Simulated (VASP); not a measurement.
Set up this calculation in VASP 6.6.1, as the native input.

* Task: single point
* Functional: r2SCAN
* Potentials or basis: VASP PAW PBE potentials, release 64 (Al, O)
* Cutoff: 520 eV
* k mesh: 11 × 11 × 3
* Occupations: fermi-dirac, width 0.05 eV
* Spin: no spin polarisation
* Dipole correction: no
* Further INCAR settings: ALGO = Normal; EDIFF = 1e-06; NBANDS = 20

Al2O3:

```
Al O
1.0
     2.83324    0.00000    0.00000
    -1.41662    2.45365    0.00000
     0.00000    0.00000    6.98453
Al O
2 3
Direct
  0.00000 0.00000 0.80315
  0.00000 0.00000 0.19685
  0.33333 0.66667 0.70718
  0.66667 0.33333 0.00000
  0.33333 0.66667 0.29282
```

One way to write it, as run:

POSCAR

```
Al2O3
1.0
    2.8332356817      0.0000000000      0.0000000000
   -1.4166178409      2.4536540753      0.0000000000
    0.0000000000      0.0000000000      6.9845309603
Al O
2 3
Direct
    0.0000000000      0.0000000000      0.8031540372
    0.0000000000      0.0000000000      0.1968459628
    0.3333333333      0.6666666667      0.7071802543
    0.6666666667      0.3333333333      0.0000000000
    0.3333333333      0.6666666667      0.2928197457
```

INCAR.step1

```
SYSTEM = Al2O3
  PREC = Accurate
  ENCUT = 520
  ISMEAR = -1
  SIGMA = 0.05
  LREAL = .False.
  LASPH = .True.
  NELM = 100
  NBANDS = 20
  GGA = PE
  ALGO = Normal
  EDIFF = 1E-4
  LWAVE = .True.
  LCHARG = .False.
```

INCAR.step2

```
SYSTEM = Al2O3
  PREC = Accurate
  ENCUT = 520
  EDIFF = 1E-6
  ISMEAR = -1
  SIGMA = 0.05
  LREAL = .False.
  LASPH = .True.
  NELM = 100
  ALGO = Normal
  ISIF = 2
  LWAVE = .False.
  LCHARG = .False.
  METAGGA = R2SCAN
  LMIXTAU = .True.
  NBANDS = 20
  ISTART = 1
```

KPOINTS

```
Automatic mesh
0
Gamma
  11 11 3
  0 0 0
```

Potentials or basis: VASP PAW PBE potentials, release 64 (Al, O).

Launch:

```sh
$ cat potpaw_PBE.64/Al/POTCAR potpaw_PBE.64/O/POTCAR > POTCAR
$ cp INCAR.step1 INCAR
$ mpirun -np 1 vasp_std > vasp.out
$ cp INCAR.step2 INCAR
$ mpirun -np 1 vasp_std > vasp.out
```

It gave:

```yaml
Pressure: 4.9 GPa
Largest_force: 0.038 eV/Å
Band_gap_on_the_k_mesh: 5.56 eV (least direct gap 5.67 eV)
```

Caveat: the cell stands under pressure; the PAW data sets were made with another functional, which shifts forces and pressure a little.

Run time: 2.2 min on 1 thread of Intel(R) Xeon(R) Platinum 8259CL CPU @ 2.50GHz (Skylake/Cascade Lake), with other jobs on the host, peak memory 0.18 GiB.
